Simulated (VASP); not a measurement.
# ScAl3F (Pm-3m) in VASP: single point with PBE

Aim: the single point of ScAl3F with PBE.

Program: VASP 6.6.1. These are calculated values, not measurements. Logs are shortened: lines on timing, memory, paths and dates and some standing lists are left out, and cuts for length are marked.

### 1 The cell of the first run

The structure is cubic, space group Pm-3m (No. 221). Conventional cell: a = 3.989 Å, b = 3.989 Å, c = 3.989 Å, α = 90.00°, β = 90.00°, γ = 90.00°. Within 3.7 Å of Sc (site symmetry m-3m) lie 12 Al at 2.82 Å and 8 F at 3.45 Å. Within 2.6 Å of Al (site symmetry 4/mmm) lie 2 F at 1.99 Å. F (site symmetry m-3m) has 6 Al at 1.99 Å within 2.6 Å.

The cell was built from a structure type or drawn by symmetry, and may not be a known phase.

### 2 Single point, PBE

INCAR reads:

```
PREC     = Accurate       # precision mode
ENCUT    = 520            # plane-wave cutoff, eV
EDIFF    = 1E-6           # SCF threshold, eV
ISMEAR   = 0              # smearing method
SIGMA    = 0.1            # smearing width, eV
LREAL    = F              # projectors in reciprocal space
LASPH    = T              # aspherical terms in the spheres
NELM     = 60             # most SCF steps
ALGO     = Normal         # electronic algorithm
ISIF     = 2              # what is computed and relaxed
LWAVE    = F              # write WAVECAR
LCHARG   = F              # write CHGCAR
GGA      = PE             # functional
NBANDS   = 22             # bands
```

KPOINTS reads:

```
Automatic mesh
0
Gamma
  4 4 4
```

POSCAR reads:

```
ScAl3F
1.0
    3.9886273300      0.0000000000      0.0000000000
    0.0000000000      3.9886273300      0.0000000000
    0.0000000000      0.0000000000      3.9886273300
Sc Al F
1 3 1
Direct
    0.5000000000      0.5000000000      0.5000000000
    0.5000000000      0.0000000000      0.0000000000
    0.0000000000      0.5000000000      0.0000000000
    0.0000000000      0.0000000000      0.5000000000
    0.0000000000      0.0000000000      0.0000000000
```

Potentials or basis: VASP PAW PBE potentials, release 64 (Sc_sv, Al, F).

Started as:

```sh
$ cat potpaw_PBE.64/Sc_sv/POTCAR potpaw_PBE.64/Al/POTCAR potpaw_PBE.64/F/POTCAR > POTCAR
$ mpirun -np 1 vasp_std > vasp.out
```

OUTCAR:

```text
PREC = Accurate
   ENCUT = 520
   EDIFF = 1E-6
   ISMEAR = 0
   LREAL = F
   LASPH = T
   NELM = 60
   ISIF = 2
   GGA = PE

 ion  position               nearest neighbor table
   1  0.500  0.500  0.500-   2 2.82   3 2.82   4 2.82   2 2.82   3 2.82   2 2.82   4 2.82   2 2.82
                             3 2.82   4 2.82   3 2.82   4 2.82
   2  0.500  0.000  0.000-   5 1.99   5 1.99   4 2.82   1 2.82   1 2.82   4 2.82   1 2.82   3 2.82
                             1 2.82   3 2.82   4 2.82   3 2.82   4 2.82   3 2.82
   3  0.000  0.500  0.000-   5 1.99   5 1.99   4 2.82   1 2.82   1 2.82   4 2.82   2 2.82   4 2.82
                             2 2.82   4 2.82   1 2.82   2 2.82   1 2.82   2 2.82
   4  0.000  0.000  0.500-   5 1.99   5 1.99   3 2.82   1 2.82   2 2.82   3 2.82   2 2.82   1 2.82
                             3 2.82   3 2.82   1 2.82   2 2.82   2 2.82   1 2.82
   5  0.000  0.000  0.000-   2 1.99   3 1.99   4 1.99   4 1.99   3 1.99   2 1.99

  LATTYP: Found a simple cubic cell.
 ALAT       =     3.9886273300

  Lattice vectors:

 A1 = (   3.9886273300,   0.0000000000,   0.0000000000)
 A2 = (   0.0000000000,   3.9886273300,   0.0000000000)
 A3 = (   0.0000000000,   0.0000000000,   3.9886273300)

Analysis of symmetry for initial positions (statically):
=====================================================================
 Subroutine PRICEL returns:
 Original cell was already a primitive cell.

 Routine SETGRP: Setting up the symmetry group for a
 simple cubic supercell.

 Subroutine GETGRP returns: Found 48 space group operations
 (whereof 48 operations were pure point group operations)
 out of a pool of 48 trial point group operations.

The static configuration has the point symmetry O_h .

Analysis of symmetry for dynamics (positions and initial velocities):
=====================================================================
 Subroutine PRICEL returns:
 Original cell was already a primitive cell.

 Routine SETGRP: Setting up the symmetry group for a
 simple cubic supercell.

 Subroutine GETGRP returns: Found 48 space group operations
 (whereof 48 operations were pure point group operations)
 out of a pool of 48 trial point group operations.

The dynamic configuration has the point symmetry O_h .

 Subroutine INISYM returns: Found 48 space group operations
 (whereof 48 operations are pure point group operations),
 and found     1 'primitive' translations

----------------------------------------------------------------------------------------

                                     Primitive cell

  volume of cell :      63.4557

  direct lattice vectors                    reciprocal lattice vectors
     3.988627330  0.000000000  0.000000000     0.250712819  0.000000000  0.000000000
     0.000000000  3.988627330  0.000000000     0.000000000  0.250712819  0.000000000
     0.000000000  0.000000000  3.988627330     0.000000000  0.000000000  0.250712819

  length of vectors
     3.988627330  3.988627330  3.988627330     0.250712819  0.250712819  0.250712819

  position of ions in fractional coordinates (direct lattice)
     0.500000000  0.500000000  0.500000000
     0.500000000  0.000000000  0.000000000
     0.000000000  0.500000000  0.000000000
     0.000000000  0.000000000  0.500000000
     0.000000000  0.000000000  0.000000000

  ion indices of the primitive-cell ions
   primitive index   ion index
                 1           1
                 2           2
                 3           3
                 4           4
                 5           5

----------------------------------------------------------------------------------------

 KPOINTS: Automatic mesh

Automatic generation of k-mesh.
 Grid dimensions read from file:
 generate k-points for:    4    4    4

 Generating k-lattice:

  Cartesian coordinates                     Fractional coordinates (reciprocal lattice)
     0.062678205  0.000000000  0.000000000     0.250000000  0.000000000  0.000000000
     0.000000000  0.062678205  0.000000000     0.000000000  0.250000000  0.000000000
     0.000000000  0.000000000  0.062678205     0.000000000  0.000000000  0.250000000

  Length of vectors
     0.062678205  0.062678205  0.062678205

  Shift w.r.t. Gamma in fractional coordinates (k-lattice)
     0.000000000  0.000000000  0.000000000

 Subroutine IBZKPT returns following result:
 ===========================================

 Found     10 irreducible k-points:

 Following reciprocal coordinates:
            Coordinates               Weight
  0.000000  0.000000  0.000000      1.000000
  0.250000  0.000000  0.000000      6.000000
  0.500000  0.000000  0.000000      3.000000
  0.250000  0.250000  0.000000     12.000000
  0.500000  0.250000  0.000000     12.000000
  0.500000  0.500000  0.000000      3.000000
  0.250000  0.250000  0.250000      8.000000
  0.500000  0.250000  0.250000     12.000000
  0.500000  0.500000  0.250000      6.000000
  0.500000  0.500000  0.500000      1.000000
   k-points           NKPTS =     10   k-points in BZ     NKDIM =     10   number of bands    NBANDS=     22
   number of dos      NEDOS =    301   number of ions     NIONS =      5
   total plane-waves  NPLWV =  27000
   dimension x,y,z NGX =    30 NGY =   30 NGZ =   30
   dimension x,y,z NGXF=    60 NGYF=   60 NGZF=   60
   ions per type =               1   3   1
   NGX,Y,Z   is equivalent  to a cutoff of  12.50, 12.50, 12.50 a.u.
   NGXF,Y,Z  is equivalent  to a cutoff of  25.01, 25.01, 25.01 a.u.
 SYSTEM =  unknown system
   PREC   = accura    normal or accurate (medium, high low for compatibility)
   ISTART =      0    job   : 0-new  1-cont  2-samecut
   ICHARG =      2    charge: 1-file 2-atom 10-const
   ISPIN  =      1    spin polarized calculation?
   LNONCOLLINEAR =      F non collinear calculations
   LSORBIT =      F    spin-orbit coupling
   LASPH  =      T    aspherical Exc in radial PAW
   ENCUT  =  520.0 eV  38.22 Ry    6.18 a.u.   7.42  7.42  7.42*2*pi/ulx,y,z
   NELM   =     60;   NELMIN=  2; NELMDL= -5     # of ELM steps
   EDIFF  = 0.1E-05   stopping-criterion for ELM
   LREAL  =      F    real-space projection
   EDIFFG = 0.1E-04   stopping-criterion for IOM
   NSW    =      0    number of steps for IOM
   IBRION =     -1    ionic relax: 0-MD 1-quasi-New 2-CG
   NFREE  =      0    steps in history (QN), initial steepest desc. (CG)
   ISIF   =      2    stress and relaxation
   ISYM   =      2    0-nonsym 1-usesym 2-fastsym
   POTIM  = 0.5000    time-step for ionic-motion
   TEBEG  =    0.0;   TEEND  =   0.0 temperature during run
   PSTRESS=    0.0 pullay stress
   NELECT =      27.0000    total number of electrons
   NUPDOWN=      -1.0000    fix difference up-down
   EMIN   =  10.00;   EMAX   =-10.00  energy-range for DOS
   EFERMI =   0.00;   METHOD = LEGACY
   ISMEAR =     0;   SIGMA  =   0.10  broadening in eV -4-tet -1-fermi 0-gaus
   EFERMI_NEDOS =   21; number of points for ismear=-14 and -15
   IALGO  =     38    algorithm
   IMIX   =      4    mixing-type and parameters
     AMIX     =   0.40;   BMIX     =  1.00
     AMIX_MAG =   1.60;   BMIX_MAG =  1.00
  volume/ion in A,a.u.               =      12.69        85.64
  Fermi-wavevector in a.u.,A,eV,Ry     =   1.231325  2.326866 20.628619  1.516161
  Thomas-Fermi vector in A             =   2.366139
   LORBIT       =      0    0 simple, 1 ext, 2 COOP (PROOUT), +10 PAW based schemes
   GGA     = PE    functional components
   LHFCALC =     F    Hartree Fock is set to
   AEXX    =    0.0000 exact exchange contribution
   IVDW    =     0    specifies the selected vdW correction
   LEPSILON=     F    determine dielectric tensor
   LRPA    =     F    only Hartree local field effects (RPA)
 non-spin polarized calculation
 Gauss-broadening in eV      SIGMA  =   0.10
  energy-cutoff  :      520.00
  volume of cell :       63.46
 maximum number of plane-waves:      1743
 NGX is ok and might be reduce to    30
   NGX = 15   NGY = 15   NGZ = 15

 number of electron      26.9999993 magnetization

 Free energy of the ion-electron system (eV)
  ---------------------------------------------------
  ext. energy  EPLUGINS =         0.00000000
  ---------------------------------------------------
  free energy    TOTEN  =       -20.02605646 eV

  energy without entropy =      -20.01500008  energy(sigma->0) =      -20.02052827

 E-fermi :   9.0624     XC(G=0): -11.2655

 val. band max:        8.8699362378   @ k =   0.2500   0.2500   0.0000
 cond. band min:       9.0959417969   @ k =   0.2500   0.0000   0.0000
 fundamental gap:      0.2260055591
 Fermi energy:         9.0624164116

 k-point     1 :       0.0000    0.0000    0.0000
  band No.  band energies     occupation
      1     -38.9344      2.00000
      2     -20.3804      2.00000
      3     -17.6879      2.00000
      4     -17.6879      2.00000
      5     -17.6879      2.00000
      6      -2.4510      2.00000
[... 14 lines left out ...]
     21      14.4251      0.00000
     22      14.4251      0.00000

 k-point     2 :       0.2500    0.0000    0.0000
  band No.  band energies     occupation
      1     -38.9334      2.00000
      2     -20.3652      2.00000
      3     -17.7085      2.00000
      4     -17.6858      2.00000
      5     -17.6858      2.00000
      6      -2.9013      2.00000
[... 14 lines left out ...]
     21      15.2699      0.00000
     22      15.9689      0.00000

 k-point     3 :       0.5000    0.0000    0.0000
  band No.  band energies     occupation
      1     -38.9323      2.00000
      2     -20.3502      2.00000
      3     -17.7289      2.00000
      4     -17.6837      2.00000
      5     -17.6837      2.00000
      6      -3.2423      2.00000
[... 14 lines left out ...]
     21      15.9675      0.00000
     22      15.9675      0.00000
[... 126 lines left out ...]
 k-point     9 :       0.5000    0.5000    0.2500
  band No.  band energies     occupation
      1     -38.9294      2.00000
      2     -20.2963      2.00000
      3     -17.7264      2.00000
      4     -17.7264      2.00000
      5     -17.7012      2.00000
      6      -2.9802      2.00000
[... 14 lines left out ...]
     21      14.7590      0.00000
     22      16.8368      0.00000

 k-point    10 :       0.5000    0.5000    0.5000
  band No.  band energies     occupation
      1     -38.9285      2.00000
      2     -20.2803      2.00000
      3     -17.7225      2.00000
      4     -17.7225      2.00000
      5     -17.7225      2.00000
      6      -2.9469      2.00000
[... 14 lines left out ...]
     21      14.9592      0.00000
     22      18.8604      0.00000

------------------------ aborting loop because EDIFF is reached ----------------------------------------

  FORCE on cell =-STRESS in cart. coord.  units (eV):
  Direction    XX          YY          ZZ          XY          YZ          ZX
  --------------------------------------------------------------------------------------
  -------------------------------------------------------------------------------------
  Total       14.2487023     14.2487023     14.2487023     -0.0000000     -0.0000000      0.0000000
  in kB      359.7621860    359.7621860    359.7621860     -0.0000000     -0.0000000      0.0000000
  external PRESSURE =     359.7621860 kB  Pullay stress =       0.0000000 kB

 VOLUME and BASIS-vectors are now :
 -----------------------------------------------------------------------------
  energy-cutoff  :      520.00
  volume of cell :       63.46
      direct lattice vectors                 reciprocal lattice vectors
     3.988627330  0.000000000  0.000000000     0.250712819  0.000000000  0.000000000
     0.000000000  3.988627330  0.000000000     0.000000000  0.250712819  0.000000000
     0.000000000  0.000000000  3.988627330     0.000000000  0.000000000  0.250712819

 POSITION                                       TOTAL-FORCE (eV/Angst)
 -----------------------------------------------------------------------------------
      1.99431      1.99431      1.99431         0.000000      0.000000      0.000000
      1.99431      0.00000      0.00000         0.000000      0.000000      0.000000
      0.00000      1.99431      0.00000         0.000000      0.000000      0.000000
      0.00000      0.00000      1.99431         0.000000      0.000000      0.000000
      0.00000      0.00000      0.00000         0.000000      0.000000      0.000000
 -----------------------------------------------------------------------------------
    total drift:                                0.000000      0.000000      0.000000

  FREE ENERGIE OF THE ION-ELECTRON SYSTEM (eV)
  ---------------------------------------------------
  free  energy   TOTEN  =       -20.0260564596 eV

  energy  without entropy=      -20.0150000769  energy(sigma->0) =      -20.02052827
```

Wall time 36 s (1 thread of Intel Xeon 8259CL, shared host); peak memory 0.17 GiB.

What came out:

```yaml
Free_energy: -20.0261 eV
Pressure: 36.0 GPa
Band_gap_on_the_k_mesh: zero (an odd number of electrons rules out a gap without spin polarisation)
```

Caveat: the k points lie up to 0.39 Å⁻¹ apart, too coarse for converged energies and pressures of a metal; an odd number of electrons without spin polarisation forces a metal; a magnetic or distorted state may lie lower.
